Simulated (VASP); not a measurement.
Crystal: SnO2.

```
Sn O
1.0
     4.82742    0.00000    0.00000
     0.00000    4.82742    0.00000
     0.00000    0.00000    3.23807
Sn O
2 4
Direct
  0.00000 0.00000 0.00000
  0.50000 0.50000 0.50000
  0.30654 0.30654 0.00000
  0.19346 0.80654 0.50000
  0.69346 0.69346 0.00000
  0.80654 0.19346 0.50000
```

* Program: VASP 6.6.1
* Task: relaxation of cell and atoms
* Functional: LDA
* Potentials or basis: VASP PAW LDA potentials, release 64 (Sn_d, O)
* Cutoff: 600 eV
* k mesh: 6 × 6 × 8
* Occupations: gaussian, width 0.02 eV
* Spin: no spin polarisation

At the start: pressure -10.1 GPa; volume 12.58 Å³/atom.

Question: How do energy, volume and symmetry change on relaxing?

Answer: Over 10 steps the energy falls by 22.1 meV/atom and the volume is 11.90 Å³/atom (-5.4 %); space group P4_2/mnm (No. 136, to 0.1 Å) before and after.

Step by step:
```tsv
step	energy change (eV)	largest force (eV/Å)	pressure (GPa)	volume (Å³)
1	0.0000	0.0953	-10.06	75.46
2	0.0941	0.5449	16.34	67.16
3	-0.1269	0.1457	-0.28	71.70
4	-0.1269	0.1512	-0.07	71.63
5	-0.1321	0.0144	0.08	71.40
6	-0.1322	0.0280	0.11	71.38
7	-0.1323	0.0116	-0.14	71.45
8	-0.1323	0.0111	-0.15	71.45
9	-0.1324	0.0106	0.08	71.37
10	-0.1324	0.0017	-0.01	71.41
```

Final structure:
```cif
data_structure
_symmetry_space_group_name_H-M 'P 1'
_symmetry_Int_Tables_number 1
_cell_length_a 4.7267
_cell_length_b 4.7267
_cell_length_c 3.1960
_cell_angle_alpha 90.000
_cell_angle_beta 90.000
_cell_angle_gamma 90.000
_cell_volume 71.41
loop_
_atom_site_label
_atom_site_type_symbol
_atom_site_fract_x
_atom_site_fract_y
_atom_site_fract_z
_atom_site_occupancy
Sn1 Sn 0.00000 0.00000 0.00000 1
Sn2 Sn 0.50000 0.50000 0.50000 1
O1 O 0.30605 0.30605 0.00000 1
O2 O 0.19395 0.80605 0.50000 1
O3 O 0.69395 0.69395 0.00000 1
O4 O 0.80605 0.19395 0.50000 1
```
